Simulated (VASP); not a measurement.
Input of a VASP 6.6.1 run:

The input INCAR:

```
  PREC = Accurate
  ENCUT = 520
  EDIFF = 1E-6
  ISMEAR = -1
  SIGMA = 0.05
  LREAL = F
  LASPH = T
  NELM = 100
  ALGO = Normal
  ISIF = 2
  LWAVE = F
  LCHARG = F
  GGA = PS
  NBANDS = 28
```

File KPOINTS:

```
Automatic mesh
0
Gamma
  10 10 10
```

POSCAR

```
TiCo3
1.0
    3.2588250622      0.0000000000      0.0000000000
    0.0000000000      3.2588250622      0.0000000000
    0.0000000000      0.0000000000      3.2588250622
Ti Co
1 3
Direct
    0.0000000000      0.0000000000      0.0000000000
    0.0000000000      0.5000000000      0.5000000000
    0.5000000000      0.0000000000      0.5000000000
    0.5000000000      0.5000000000      0.0000000000
```

Potentials or basis: VASP PAW PBE potentials, release 64 (Ti_sv, Co).

The run is started by

```bash
$ cat potpaw_PBE.64/Ti_sv/POTCAR potpaw_PBE.64/Co/POTCAR > POTCAR
$ mpirun -np 1 vasp_std > vasp.out
```

(1) What does it give for the band gap on the k mesh?

(2) Predict the pressure.

## Answers

(1) zero (an odd number of electrons rules out a gap without spin polarisation).

(2) 94.2 GPa.

Caveat: the cell stands under pressure; the PAW data sets were made with another functional, which shifts forces and pressure a little; the run has no spin polarisation, though such a crystal can be magnetic.
